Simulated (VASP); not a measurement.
TiPt19: single point with PBE

The system is TiPt19, a slab with vacuum.

```
Pt Ti
1.0
     5.61433    0.00000    0.00000
    -2.80717    4.86215    0.00000
     0.00000    0.00000   21.16821
Pt Ti
19 1
Cartesian
  -0.0071 -0.0041 5.9949
  4.2107 2.4311 6.0176
  0.0071 4.8581 5.9949
  1.4036 2.4393 5.9949
  1.4036 0.8104 8.2978
  0.0008 3.2419 8.3293
  4.2107 0.8095 8.3293
  2.8064 3.2419 8.3293
  2.8327 1.6355 10.6257
  1.4036 4.0518 10.5722
  -0.0255 1.6355 10.6257
  -1.4036 4.0223 10.6257
  -0.0009 -0.0005 12.8299
  1.4036 2.4321 12.8299
  2.8080 -0.0005 12.8299
  -0.0262 3.2263 15.1155
  1.4036 0.8104 15.1487
  2.8334 3.2263 15.1155
  4.2107 0.8407 15.1155
  -1.4036 2.4311 12.9596
```

* Program: VASP 6.6.1
* Task: single point
* Functional: PBE
* Potentials or basis: VASP PAW PBE potentials, release 64 (Pt, Ti_sv)
* Cutoff: 400 eV
* k mesh: 6 × 6 × 1
* Occupations: methfessel-paxton, width 0.1 eV
* Spin: no spin polarisation
* Dipole correction: yes
* Further INCAR settings: ALGO = Normal; EDIFF = 1e-06; NBANDS = 117; NELMDL = -8

| Item | Value |
| --- | --- |
| Largest force | 0.043 eV/Å |
| Band gap on the k mesh | zero (bands 101 and 102 overlap by 0.78 eV) |

Forces in eV/Å, atoms in the order of the input:
```
Pt  -0.006 -0.004  0.019
Pt   0.000  0.000  0.011
Pt   0.006 -0.004  0.019
Pt   0.000  0.007  0.019
Pt   0.000  0.000 -0.005
Pt   0.006  0.004 -0.015
Pt   0.000 -0.007 -0.015
Pt  -0.006  0.004 -0.015
Pt  -0.033 -0.019  0.001
Pt   0.000  0.000  0.013
Pt   0.033 -0.019  0.001
Pt   0.000  0.038  0.001
Pt  -0.002 -0.001 -0.001
Pt   0.000  0.003 -0.001
Pt   0.002 -0.001 -0.001
Pt  -0.017 -0.010 -0.023
Pt   0.000  0.000 -0.006
Pt   0.017 -0.010 -0.023
Pt   0.000  0.020 -0.023
Ti   0.000  0.000  0.043
```

Levels at points of the mesh, in eV from the Fermi level:
```csv
k point,band 98,band 99,band 100,band 101,band 102,band 103
"(0.00, 0.00, 0.00)",0.27,0.38,0.38,0.42,0.48,0.58
"(0.50, 0.00, 0.00)",-0.39,-0.19,-0.08,0.00,0.06,0.07
```

It took 34 min on 1 thread of Oxide Virtual Turin-like Processor (shared host), peak memory 0.6 GiB.

Caveat: spin-orbit coupling is left out, which moves the levels of the heavy elements.
